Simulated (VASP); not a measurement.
Write the native input for VASP 6.6.1 that does the following.

```yaml
Task: relaxation of cell and atoms
Functional: PBE
Potentials_or_basis: VASP PAW PBE potentials, release 64 (Cu, Mo_sv)
Cutoff: 600 eV
k_mesh: 4 × 4 × 4
Occupations: gaussian, width 0.1 eV
Spin: no spin polarisation
Dipole_correction: no
Further_INCAR_settings: ALGO = Normal; EDIFF = 1e-06; IBRION = 2; EDIFFG = -0.04; NSW = 90; ISIF = 3
```

The structure of CuMo3 lies in POSCAR:

```
CuMo3
1.0
    4.0760596700      0.0000000000      0.0000000000
    0.0000000000      4.0760596700      0.0000000000
    0.0000000000      0.0000000000      4.0760596700
Cu Mo
1 3
Direct
    0.0000000000      0.0000000000      0.0000000000
    0.0000000000      0.5000000000      0.5000000000
    0.5000000000      0.0000000000      0.5000000000
    0.5000000000      0.5000000000      0.0000000000
```

These files were run (other wordings do the same):

INCAR

```
SYSTEM = CuMo3
PREC = Accurate
ENCUT = 600
EDIFF = 1E-6
ISMEAR = 0
SIGMA = 0.1
LREAL = .False.
LASPH = .True.
NELM = 100
ALGO = Normal
ISIF = 3
LWAVE = .False.
LCHARG = .False.
GGA = PE
IBRION = 2
NSW = 90
EDIFFG = -0.04
```

KPOINTS

```
regular mesh
0
Gamma
  4 4 4
  0 0 0
```

Potentials or basis: VASP PAW PBE potentials, release 64 (Cu, Mo_sv).

Run with:

```sh
$ cat potpaw_PBE.64/Cu/POTCAR potpaw_PBE.64/Mo_sv/POTCAR > POTCAR
$ mpirun -np 1 vasp_std > vasp.out
```

It gave:

| Quantity | Value |
| --- | --- |
| Relaxed volume | 14.85 Å³/atom |
| Relaxed cell | a = 3.902 Å, b = 3.902 Å, c = 3.902 Å, α = 90.00°, β = 90.00°, γ = 90.00° |
| Space group after relaxing (to 0.05 Å) | Pm-3m (No. 221) |
| Energy gained by relaxing | 163.8 meV/atom |
| Ionic steps | 5 |
| Pressure after relaxing | 0.1 GPa |

Caveat: the k points lie up to 0.40 Å⁻¹ apart in the final cell.

Wall time 3.3 min on 1 thread of AMD EPYC 7R13 Processor (Zen 3), with other jobs on the host, peak memory 0.2 GiB.
